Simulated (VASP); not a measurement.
Here is a VASP 6.6.1 calculation.

The input INCAR:

```
SYSTEM = NaCl
  PREC = Accurate
  ENCUT = 500
  EDIFF = 1E-6
  ISMEAR = 0
  SIGMA = 0.022
  LREAL = .FALSE.
  LASPH = .TRUE.
  NELM = 120
  ALGO = Normal
  ISIF = 2
  LWAVE = .FALSE.
  LCHARG = .TRUE.
  GGA = PE
  LELF = .TRUE.
  LVHAR = .TRUE.
  NBANDS = 14
  GGA_COMPAT = .FALSE.
```

The input KPOINTS:

```
Automatic mesh
0
G
  8 8 8
  0 0 0
```

Contents of POSCAR:

```
NaCl
1.0
    3.5021900000      0.0000000000      0.0000000000
    0.0000000000      3.5021900000      0.0000000000
    0.0000000000      0.0000000000      3.5021900000
Cl Na
1 1
Direct
    0.5000000000      0.5000000000      0.5000000000
    0.0000000000      0.0000000000      0.0000000000
```

Potentials or basis: VASP PAW PBE potentials, release 64 (Cl, Na_pv).

Command:

```console
$ cat potpaw_PBE.64/Cl/POTCAR potpaw_PBE.64/Na_pv/POTCAR > POTCAR
$ mpirun -np 1 vasp_std > vasp.out
```

Question: What does it give for the pressure?

Answer: 0.0 GPa.

Question: Predict the band gap on the k mesh.

Answer: 3.98 eV, indirect (least direct gap 4.47 eV).

A k mesh can miss the band edges. A hybrid or GW would open this gap; PBE tends to underestimate it.
